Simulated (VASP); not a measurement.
# Sb (P6_3/mmc) in VASP: a series of runs

Runs on Sb. Level: LDA. Tasks: single point.

Program: VASP 6.6.1. These are calculated values, not measurements. Logs are shortened: lines on timing, memory, paths and dates and some standing lists are left out, and cuts for length are marked.

## Step 1: The cell of the first run

Symmetry: P6_3/mmc, No. 194, hexagonal system. The conventional cell has a = 3.182 Å, b = 3.182 Å, c = 10.775 Å, α = 90.00°, β = 90.00°, γ = 120.00°. Within 4.2 Å of Sb (site symmetry -3m) lie 12 Sb at 3.18 to 3.26 Å. Within 4.2 Å of Sb (site symmetry -6m2) lie 12 Sb at 3.18 to 3.26 Å.

## Step 2: Single point, LDA (volume scaled by 0.92)

Input file INCAR:

```
SYSTEM = Sb
ALGO     = Normal         ! electronic algorithm
EDIFF    = 1E-6           ! SCF threshold, eV
ENCUT    = 520            ! plane-wave cutoff, eV
GGA      = CA             ! functional
ISIF     = 2              ! what is computed and relaxed
ISMEAR   = -1             ! smearing method
LASPH    = .TRUE.         ! aspherical terms in the spheres
LCHARG   = .FALSE.        ! write CHGCAR
LREAL    = .FALSE.        ! projectors in reciprocal space
LWAVE    = .FALSE.        ! write WAVECAR
NBANDS   = 18             ! bands
NELM     = 80             ! most SCF steps
PREC     = Accurate       ! precision mode
SIGMA    = 0.1            ! smearing width, eV
```

Input file KPOINTS:

```
k-points
0
G
  13 13 4
  0 0 0
```

Input file POSCAR:

```
Sb
1.0
    3.1819496591      0.0000000000      0.0000000000
   -1.5909748296      2.7556492384      0.0000000000
    0.0000000000      0.0000000000     10.7745496256
Sb
4
Direct
    1.0000000000      1.0000000000      1.0000000000
    1.0000000000      1.0000000000      0.5000000000
    0.3333333333      0.6666666667      0.2500000000
    0.6666666667      0.3333333333      0.7500000000
```

Potentials or basis: VASP PAW LDA potentials, release 64 (Sb).

The run is started by

```
cat potpaw_LDA.64/Sb/POTCAR > POTCAR
mpirun -np 1 vasp_std > vasp.out
```

OUTCAR:

```text
SYSTEM = Sb
   EDIFF = 1E-6
   ENCUT = 520
   GGA = CA
   ISIF = 2
   ISMEAR = -1
   LASPH = .TRUE.
   LREAL = .FALSE.
   NELM = 80
   PREC = Accurate

 ion  position               nearest neighbor table
   1  0.000  0.000  0.000-   3 3.26   4 3.26   4 3.26   3 3.26   4 3.26   3 3.26
   2  0.000  0.000  0.500-   3 3.26   4 3.26   4 3.26   3 3.26   4 3.26   3 3.26
   3  0.333  0.667  0.250-   1 3.26   2 3.26   1 3.26   2 3.26   1 3.26   2 3.26
   4  0.667  0.333  0.750-   1 3.26   2 3.26   1 3.26   2 3.26   1 3.26   2 3.26

  LATTYP: Found a hexagonal cell.
 ALAT       =     3.1819496591
 C/A-ratio  =     3.3861471047

  Lattice vectors:

 A1 = (   3.1819496591,   0.0000000000,   0.0000000000)
 A2 = (  -1.5909748296,   2.7556492384,   0.0000000000)
 A3 = (   0.0000000000,   0.0000000000,  10.7745496256)

Analysis of symmetry for initial positions (statically):
=====================================================================
 Subroutine PRICEL returns:
 Original cell was already a primitive cell.

 Routine SETGRP: Setting up the symmetry group for a
 hexagonal supercell.

 Subroutine GETGRP returns: Found 24 space group operations
 (whereof 12 operations were pure point group operations)
 out of a pool of 24 trial point group operations.

The static configuration has the point symmetry D_3d.
 The point group associated with its full space group is D_6h.

Analysis of symmetry for dynamics (positions and initial velocities):
=====================================================================
 Subroutine PRICEL returns:
 Original cell was already a primitive cell.

 Routine SETGRP: Setting up the symmetry group for a
 hexagonal supercell.

 Subroutine GETGRP returns: Found 24 space group operations
 (whereof 12 operations were pure point group operations)
 out of a pool of 24 trial point group operations.

The dynamic configuration has the point symmetry D_3d.
 The point group associated with its full space group is D_6h.

 Subroutine INISYM returns: Found 24 space group operations
 (whereof 12 operations are pure point group operations),
 and found     1 'primitive' translations

----------------------------------------------------------------------------------------

                                     Primitive cell

  volume of cell :      94.4749

  direct lattice vectors                    reciprocal lattice vectors
     3.181949659  0.000000000  0.000000000     0.314272728  0.181445444  0.000000000
    -1.590974830  2.755649238  0.000000000     0.000000000  0.362890888  0.000000000
     0.000000000  0.000000000 10.774549626     0.000000000  0.000000000  0.092811304

  length of vectors
     3.181949659  3.181949659 10.774549626     0.362890888  0.362890888  0.092811304

  position of ions in fractional coordinates (direct lattice)
     0.000000000  0.000000000  0.000000000
     0.000000000  0.000000000  0.500000000
     0.333333333  0.666666667  0.250000000
     0.666666667  0.333333333  0.750000000

  ion indices of the primitive-cell ions
   primitive index   ion index
                 1           1
                 2           2
                 3           3
                 4           4

----------------------------------------------------------------------------------------

 KPOINTS: k-points

Automatic generation of k-mesh.
 Grid dimensions read from file:
 generate k-points for:   13   13    4

 Generating k-lattice:

  Cartesian coordinates                     Fractional coordinates (reciprocal lattice)
     0.024174825  0.013957342  0.000000000     0.076923077  0.000000000  0.000000000
     0.000000000  0.027914684  0.000000000     0.000000000  0.076923077  0.000000000
     0.000000000  0.000000000  0.023202826     0.000000000  0.000000000  0.250000000

  Length of vectors
     0.027914684  0.027914684  0.023202826

  Shift w.r.t. Gamma in fractional coordinates (k-lattice)
     0.000000000  0.000000000  0.000000000

 Subroutine IBZKPT returns following result:
 ===========================================

 Found     63 irreducible k-points:

 Following reciprocal coordinates:
            Coordinates               Weight
  0.000000  0.000000  0.000000      1.000000
  0.076923  0.000000  0.000000      6.000000
  0.153846  0.000000  0.000000      6.000000
  0.230769  0.000000  0.000000      6.000000
  0.307692  0.000000  0.000000      6.000000
  0.384615  0.000000  0.000000      6.000000
[... 16 lines left out ...]
  0.076923  0.000000  0.250000     12.000000
  0.153846  0.000000  0.250000     12.000000
 [... further k-points ...]
   k-points           NKPTS =     63   k-points in BZ     NKDIM =     63   number of bands    NBANDS=     18
   number of dos      NEDOS =    301   number of ions     NIONS =      4
   total plane-waves  NPLWV =  46080
   dimension x,y,z NGX =    24 NGY =   24 NGZ =   80
   dimension x,y,z NGXF=    48 NGYF=   48 NGZF=  160
   ions per type =               4
   NGX,Y,Z   is equivalent  to a cutoff of  12.54, 12.54, 12.34 a.u.
   NGXF,Y,Z  is equivalent  to a cutoff of  25.08, 25.08, 24.69 a.u.
 SYSTEM =  Sb
   PREC   = accura    normal or accurate (medium, high low for compatibility)
   ISTART =      0    job   : 0-new  1-cont  2-samecut
   ICHARG =      2    charge: 1-file 2-atom 10-const
   ISPIN  =      1    spin polarized calculation?
   LNONCOLLINEAR =      F non collinear calculations
   LSORBIT =      F    spin-orbit coupling
   LASPH  =      T    aspherical Exc in radial PAW
   ENCUT  =  520.0 eV  38.22 Ry    6.18 a.u.   5.92  5.92 20.03*2*pi/ulx,y,z
   NELM   =     80;   NELMIN=  2; NELMDL= -5     # of ELM steps
   EDIFF  = 0.1E-05   stopping-criterion for ELM
   LREAL  =      F    real-space projection
   EDIFFG = 0.1E-04   stopping-criterion for IOM
   NSW    =      0    number of steps for IOM
   IBRION =     -1    ionic relax: 0-MD 1-quasi-New 2-CG
   NFREE  =      0    steps in history (QN), initial steepest desc. (CG)
   ISIF   =      2    stress and relaxation
   ISYM   =      2    0-nonsym 1-usesym 2-fastsym
   POTIM  = 0.5000    time-step for ionic-motion
   TEBEG  =    0.0;   TEEND  =   0.0 temperature during run
   PSTRESS=    0.0 pullay stress
   NELECT =      20.0000    total number of electrons
   NUPDOWN=      -1.0000    fix difference up-down
   EMIN   =  10.00;   EMAX   =-10.00  energy-range for DOS
   EFERMI =   0.00;   METHOD = LEGACY
   ISMEAR =    -1;   SIGMA  =   0.10  broadening in eV -4-tet -1-fermi 0-gaus
   EFERMI_NEDOS =   21; number of points for ismear=-14 and -15
   IALGO  =     38    algorithm
   IMIX   =      4    mixing-type and parameters
     AMIX     =   0.40;   BMIX     =  1.00
     AMIX_MAG =   1.60;   BMIX_MAG =  1.00
  volume/ion in A,a.u.               =      23.62       159.39
  Fermi-wavevector in a.u.,A,eV,Ry     =   0.975692  1.843790 12.952402  0.951975
  Thomas-Fermi vector in A             =   2.106252
   LORBIT       =      0    0 simple, 1 ext, 2 COOP (PROOUT), +10 PAW based schemes
   GGA     = CA    functional components
   LHFCALC =     F    Hartree Fock is set to
   AEXX    =    0.0000 exact exchange contribution
   IVDW    =     0    specifies the selected vdW correction
   LEPSILON=     F    determine dielectric tensor
   LRPA    =     F    only Hartree local field effects (RPA)
 non-spin polarized calculation
  energy-cutoff  :      520.00
  volume of cell :       94.47
 maximum number of plane-waves:      2565
 NGX is ok and might be reduce to    24
   NGX = 11   NGY = 11   NGZ = 41

 number of electron      19.9999998 magnetization

 Free energy of the ion-electron system (eV)
  ---------------------------------------------------
  ext. energy  EPLUGINS =         0.00000000
  ---------------------------------------------------
  free energy    TOTEN  =       -18.08786378 eV

  energy without entropy =      -18.00468793  energy(sigma->0) =      -18.04627586

 E-fermi :  10.2661     XC(G=0): -10.9416

 val. band max:       10.2521030383   @ k =   0.3846   0.2308   0.0000
 cond. band min:      10.2845383147   @ k =   0.1538   0.1538   0.2500
 fundamental gap:      0.0324352764
 Fermi energy:        10.2661325170

 k-point     1 :       0.0000    0.0000    0.0000
  band No.  band energies     occupation
      1      -3.8007      2.00000
      2      -2.5052      2.00000
      3      -2.4885      2.00000
      4       0.3010      2.00000
      5       3.5084      2.00000
      6       8.9581      2.00000
[... 10 lines left out ...]
     17      19.1084      0.00000
     18      19.3098      0.00000

 k-point     2 :       0.0769    0.0000    0.0000
  band No.  band energies     occupation
      1      -3.6799      2.00000
      2      -2.3852      2.00000
      3      -2.3686      2.00000
      4       0.4125      2.00000
      5       3.6343      2.00000
      6       9.0556      1.99999
[... 10 lines left out ...]
     17      18.5642      0.00000
     18      18.9643      0.00000

 k-point     3 :       0.1538    0.0000    0.0000
  band No.  band energies     occupation
      1      -3.3179      2.00000
      2      -2.0260      2.00000
      3      -2.0095      2.00000
      4       0.7444      2.00000
      5       4.0089      2.00000
      6       9.3163      1.99985
[... 10 lines left out ...]
     17      17.3491      0.00000
     18      17.9852      0.00000

 k-point     4 :       0.2308    0.0000    0.0000
  band No.  band energies     occupation
      1      -2.7167      2.00000
      2      -1.4311      2.00000
      3      -1.4152      2.00000
      4       1.2845      2.00000
      5       4.6214      2.00000
      6       8.9204      2.00000
[... 375 lines left out ...]
      4      -0.1313      2.00000
      5       4.1103      2.00000
      6       7.1042      2.00000
[... 10 lines left out ...]
     17      19.2076      0.00000
     18      19.3249      0.00000

 k-point    23 :       0.0769    0.0000    0.2500
  band No.  band energies     occupation
      1      -3.5977      2.00000
      2      -2.9429      2.00000
      3      -1.6655      2.00000
      4      -0.0170      2.00000
      5       4.2324      2.00000
      6       7.2125      2.00000
[... 10 lines left out ...]
     17      18.5341      0.00000
     18      18.8416      0.00000

 k-point    24 :       0.1538    0.0000    0.2500
  band No.  band energies     occupation
      1      -3.2358      2.00000
      2      -2.5822      2.00000
      3      -1.3094      2.00000
      4       0.3235      2.00000
      5       4.5946      2.00000
      6       7.5239      2.00000
[... 10 lines left out ...]
     17      17.3333      0.00000
     18      17.6016      0.00000

 [... further k-points ...]
[... 5 lines left out ...]
  --------------------------------------------------------------------------------------
  -------------------------------------------------------------------------------------
  Total        4.7307284      4.7307284      4.0434230     -0.0000000      0.0000000      0.0000000
  in kB       80.2273097     80.2273097     68.5714590     -0.0000000      0.0000000      0.0000000
  external PRESSURE =      76.3420261 kB  Pullay stress =       0.0000000 kB

 VOLUME and BASIS-vectors are now :
 -----------------------------------------------------------------------------
  energy-cutoff  :      520.00
  volume of cell :       94.47
      direct lattice vectors                 reciprocal lattice vectors
     3.181949659  0.000000000  0.000000000     0.314272728  0.181445444  0.000000000
    -1.590974830  2.755649238  0.000000000     0.000000000  0.362890888  0.000000000
     0.000000000  0.000000000 10.774549626     0.000000000  0.000000000  0.092811304

 POSITION                                       TOTAL-FORCE (eV/Angst)
 -----------------------------------------------------------------------------------
      0.00000      0.00000      0.00000        -0.000000      0.000000      0.000000
      0.00000      0.00000      5.38727        -0.000000      0.000000      0.000000
     -0.00000      1.83710      2.69364         0.000000      0.000000     -0.000000
      1.59097      0.91855      8.08091         0.000000      0.000000      0.000000
 -----------------------------------------------------------------------------------
    total drift:                               -0.000000      0.000000      0.000000

  FREE ENERGIE OF THE ION-ELECTRON SYSTEM (eV)
  ---------------------------------------------------
  free  energy   TOTEN  =       -18.0878637840 eV

  energy  without entropy=      -18.0046879350  energy(sigma->0) =      -18.04627586
```

Wall time 46 s (1 thread of AMD EPYC 7R13 (Zen 3), shared host); peak memory 0.19 GiB.

Results:

| Property | Result |
| --- | --- |
| Free energy | -18.0879 eV |
| Pressure | 7.6 GPa |
| Band gap on the k mesh | zero (band 10 reaches 15.65 eV, above the bottom of band 11 at 7.65 eV) |

Stress tensor (GPa, compression positive):
```
8.02 0.00 0.00
0.00 8.02 0.00
0.00 0.00 6.86
```

Levels at points of the mesh, in eV from the Fermi level:
| k point | band 6 | band 7 | band 8 | band 9 | band 10 | band 11 | band 12 | band 13 | band 14 | band 15 |
| --- | --- | --- | --- | --- | --- | --- | --- | --- | --- | --- |
| (0.00, 0.00, 0.00) | -1.31 | -1.30 | 4.63 | 4.63 | 5.39 | 5.39 | 5.47 | 5.47 | 5.61 | 6.43 |
| (0.00, 0.00, 0.50) | -4.82 | 2.73 | 2.73 | 4.85 | 4.85 | 4.85 | 4.85 | 6.10 | 6.10 | 6.10 |

Caveat: the cell differs from its parent crystal (volume scaled by 0.92); spin-orbit coupling is left out, which moves the levels of the heavy elements.

## Step 3: Single point, LDA (volume scaled by 0.96)

Input file INCAR:

```
  PREC = Accurate
  ENCUT = 520
  EDIFF = 1E-6
  ISMEAR = -1
  SIGMA = 0.1
  LREAL = F
  LASPH = T
  NELM = 100
  ALGO = Normal
  ISIF = 2
  LWAVE = F
  LCHARG = F
  GGA = CA
  NBANDS = 18
```

Input file KPOINTS:

```
regular mesh
0
Gamma
  13 13 4
```

Input file POSCAR:

```
Sb
1.0
    3.2274122250      0.0000000000      0.0000000000
   -1.6137061125      2.7950209754      0.0000000000
    0.0000000000      0.0000000000     10.9284925616
Sb
4
Direct
    1.0000000000      1.0000000000      1.0000000000
    1.0000000000      1.0000000000      0.5000000000
    0.3333333333      0.6666666667      0.2500000000
    0.6666666667      0.3333333333      0.7500000000
```

Potentials or basis: VASP PAW LDA potentials, release 64 (Sb).

The run is started by

```
cat potpaw_LDA.64/Sb/POTCAR > POTCAR
mpirun -np 1 vasp_std > vasp.out
```

Run time: 51 s. Hardware: 1 thread of AMD EPYC 7R13 (Zen 3), shared host; peak memory 0.19 GiB.

Results (log left out):

| Property | Result |
| --- | --- |
| Free energy | -18.2300 eV |
| Pressure | 3.6 GPa |
| Band gap on the k mesh | zero (band 10 reaches 14.75 eV, above the bottom of band 11 at 7.14 eV) |

Stress tensor (GPa, compression positive):
```
3.86 0.00 0.00
0.00 3.86 0.00
0.00 0.00 3.05
```

Levels at points of the mesh, in eV from the Fermi level:
```tsv
k point	band 6	band 7	band 8	band 9	band 10	band 11	band 12	band 13	band 14	band 15
(0.00, 0.00, 0.00)	-1.28	-1.27	4.40	4.40	5.11	5.11	5.18	5.18	5.32	6.09
(0.00, 0.00, 0.50)	-4.64	2.60	2.60	4.60	4.60	4.60	4.60	5.78	5.78	5.78
```

Caveat: the cell differs from its parent crystal (volume scaled by 0.96); spin-orbit coupling is left out, which moves the levels of the heavy elements.

## Step 4: Single point, LDA

This run uses another cell than the first one, of 25.67 Å³/atom, 1.087 times its volume.

Input file INCAR:

```
  PREC = Accurate
  ENCUT = 520
  EDIFF = 1E-6
  ISMEAR = -1
  SIGMA = 0.1
  LREAL = F
  LASPH = T
  NELM = 60
  ALGO = Normal
  ISIF = 2
  LWAVE = F
  LCHARG = T
  LELF = T
  LVHAR = T
  NBANDS = 18
```

Input file KPOINTS:

```
Automatic mesh
0
Gamma
  13 13 4
```

Input file POSCAR:

```
Sb
1.0
    3.2716288460      0.0000000000      0.0000000000
   -1.6358144230      2.8333136923      0.0000000000
    0.0000000000      0.0000000000     11.0782165445
Sb
4
Direct
    1.0000000000      1.0000000000      1.0000000000
    1.0000000000      1.0000000000      0.5000000000
    0.3333333333      0.6666666667      0.2500000000
    0.6666666667      0.3333333333      0.7500000000
```

The run is started by

```
cat potpaw_LDA.64/Sb/POTCAR > POTCAR
mpirun -np 1 vasp_std > vasp.out
```

Run time: 54 s. Hardware: 1 thread of AMD EPYC 7R13 (Zen 3), shared host; peak memory 0.2 GiB.

It converged, with:

| Item | Value |
| --- | --- |
| Free energy | -18.2791 eV |
| Pressure | 0.3 GPa |
| Band gap on the k mesh | zero (band 10 reaches 13.92 eV, above the bottom of band 11 at 6.68 eV) |

Stress tensor (GPa, compression positive):
```
 0.52  0.00  0.00
 0.00  0.52  0.00
 0.00  0.00 -0.01
```

Levels at points of the mesh, in eV from the Fermi level:
```
           k point  band 6  band 7  band 8  band 9  band 10  band 11  band 12  band 13  band 14  band 15
(0.00, 0.00, 0.00)   -1.26   -1.25    4.18    4.18     4.86     4.86     4.92     4.92     5.04     5.78
(0.00, 0.00, 0.50)   -4.47    2.47    2.47    4.37     4.37     4.37     4.37     5.49     5.49     5.49
```

Caveat: spin-orbit coupling is left out, which moves the levels of the heavy elements.

## Step 5: Summary

```csv
cell,gap on the mesh (eV),pressure (GPa)
"a = 3.182, b = 3.182, c = 10.775 Å, angles 90.0, 90.0, 120.0°, 4 atoms",none,7.6
"a = 3.227, b = 3.227, c = 10.928 Å, angles 90.0, 90.0, 120.0°, 4 atoms",none,3.6
"a = 3.272, b = 3.272, c = 11.078 Å, angles 90.0, 90.0, 120.0°, 4 atoms",none,0.3
```

Alike in all rows: task single point; level LDA; potentials or basis VASP PAW LDA potentials, release 64 (Sb); no spin polarisation; k mesh 13 × 13 × 4; cutoff (eV) 520; smearing fermi-dirac 0.1 eV.

Caveats: spin-orbit coupling is left out, which moves the levels of the heavy elements.

Total energies depend on the potentials used, so only differences within one code and one set of settings carry meaning.
